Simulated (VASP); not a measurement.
Input of a VASP 6.6.1 run:

File INCAR:

```
SYSTEM = HfSi20H10
  PREC = Accurate
  ENCUT = 520
  EDIFF = 1E-6
  ISMEAR = 0
  SIGMA = 0.05
  LREAL = Auto
  LASPH = .True.
  NELM = 100
  ALGO = Normal
  ISIF = 2
  LWAVE = .False.
  LCHARG = .False.
  GGA = PE
  NBANDS = 71
```

KPOINTS

```
regular mesh
0
Gamma
  2 2 1
  0 0 0
```

Contents of POSCAR:

```
HfSi20H10
1.0
    7.6791800000      0.0000000000      0.0000000000
    0.0000000000      7.6791800000      0.0000000000
    0.0000000000      0.0000000000     18.2543620000
H Si Hf
10 20 1
Direct
    0.4093920184      0.0000000000      0.0547814270
    0.0906079816      0.0000000000      0.0547814270
    0.9093920184      0.0000000000      0.0547814270
    0.5906079816      0.0000000000      0.0547814270
    0.4093920184      0.5000000000      0.0547814270
    0.0906079816      0.5000000000      0.0547814270
    0.9093920184      0.5000000000      0.0547814270
    0.5906079816      0.5000000000      0.0547814270
    0.1427432356      0.4614178858      0.4666226078
    0.7146157532      0.4928674676      0.4648987458
    0.2500000000      0.0000000000      0.1021947521
    0.7500000000      0.0000000000      0.1021947521
    0.2500000000      0.5000000000      0.1021947521
    0.7500000000      0.5000000000      0.1021947521
    0.2402160126      0.2496362893      0.1744282819
    0.7365802078      0.2513843926      0.1736743251
    0.2474959566      0.7503798583      0.1782655017
    0.7500518285      0.7495140106      0.1766072131
   -0.0127964184      0.2341584648      0.2449870886
    0.4875420292      0.2512084624      0.2472556970
   -0.0028858550      0.7431102019      0.2549784539
    0.5009236663      0.7599424678      0.2517408716
    0.0016689282     -0.0037169333      0.3252010122
    0.5174452220      0.0104903128      0.3252671882
   -0.0128443402      0.4816437432      0.3203179054
    0.5037168031      0.5042482400      0.3205153376
    0.2659194081      0.0881581106      0.3877323130
    0.7483039856      0.0663741441      0.4087613689
    0.2623910365      0.4243511677      0.3867205548
    0.7302650804      0.4066711550      0.3904740686
    1.0252223545      0.2488820421      0.4235072691
```

Potentials or basis: VASP PAW PBE potentials, release 64 (H, Si, Hf_pv).

Launch:

```sh
$ cat potpaw_PBE.64/H/POTCAR potpaw_PBE.64/Si/POTCAR potpaw_PBE.64/Hf_pv/POTCAR > POTCAR
$ mpirun -np 1 vasp_std > vasp.out
```

Task: Estimate the largest force.

Result: 2.410 eV/Å.

Task: What does it give for the band gap on the k mesh?

Result: Zero (bands 50 and 51 overlap by 0.07 eV).

Forces on the atoms (eV/Å):
```
H   -0.597 -0.055  0.027
H    0.622 -0.077 -0.055
H   -0.596  0.046 -0.008
H    0.630 -0.135 -0.052
H   -0.593  0.021  0.035
H    0.641  0.106 -0.019
H   -0.629  0.033  0.006
H    0.632  0.060 -0.058
H    0.351  0.055  0.181
H    0.090 -0.030 -0.092
Si  -0.181 -0.169  0.032
Si  -0.079 -0.129 -0.043
Si  -0.086  0.179  0.095
Si  -0.066  0.206 -0.147
Si   0.008 -0.028 -0.019
Si   0.092 -0.038  0.028
Si  -0.022  0.032 -0.096
Si   0.078  0.038 -0.021
Si   0.123 -0.033  0.156
Si   0.087 -0.026  0.031
Si  -0.092 -0.017 -0.089
Si   0.049  0.035 -0.007
Si   0.042  0.316 -0.234
Si  -0.081  0.363  0.047
Si  -0.016  0.281 -0.236
Si  -0.103 -0.188 -0.161
Si   1.696 -1.634 -0.307
Si  -0.536 -0.041  0.045
Si   0.795  0.538 -0.540
Si  -0.234 -0.030  0.232
Hf  -2.024  0.318  1.267
```

Caveat: the k points lie up to 0.41 Å⁻¹ apart; there is no dipole correction, which matters where the two faces differ; spin-orbit coupling is left out, which moves the levels of the heavy elements.
